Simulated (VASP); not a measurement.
Here is a VASP 6.6.1 calculation.

INCAR

```
SYSTEM = NaCl
ALGO     = Normal         ! electronic algorithm
EDIFF    = 1E-6           ! SCF threshold, eV
ENCUT    = 520            ! plane-wave cutoff, eV
GGA      = PE             ! functional
ISIF     = 2              ! what is computed and relaxed
ISMEAR   = 0              ! smearing method
LASPH    = .TRUE.         ! aspherical terms in the spheres
LCHARG   = .FALSE.        ! write CHGCAR
LREAL    = .FALSE.        ! projectors in reciprocal space
LWAVE    = .FALSE.        ! write WAVECAR
NBANDS   = 38             ! bands
NELM     = 80             ! most SCF steps
PREC     = Accurate       ! precision mode
SIGMA    = 0.1            ! smearing width, eV
```

Contents of KPOINTS:

```
k-points
0
G
  4 2 2
  0 0 0
```

Contents of POSCAR:

```
NaCl
1.0
   -2.2297433002      2.2340478059     -3.0882020499
    6.6580703239      2.2020913021     -3.0886833037
   -2.1970874184     -6.6729039633     -3.0896730090
Na Cl
4 4
Direct
    0.0004434684      0.0013102340      0.0007216825
    0.5008159505      0.5010446978      0.9996471188
    0.0000534216      0.4991895347      0.4998754582
    0.4997752984     -0.0010333893      0.5004554092
    0.4999302705      0.1258127841      0.8751297991
    0.0003431784      0.6260102236      0.8745359571
    0.4995180473      0.6237547205      0.3743253146
   -0.0008796351      0.1239111949      0.3753092603
```

Potentials or basis: VASP PAW PBE potentials, release 64 (Na_pv, Cl).

The run is started by

```sh
$ cat potpaw_PBE.64/Na_pv/POTCAR potpaw_PBE.64/Cl/POTCAR > POTCAR
$ mpirun -np 1 vasp_std > vasp.out
```

(1) What does it give for the pressure?

(2) Estimate the largest force.

Answers

(1) 0.0 GPa.

(2) 0.003 eV/Å.

Caveat: the k points lie up to 0.44 Å⁻¹ apart.
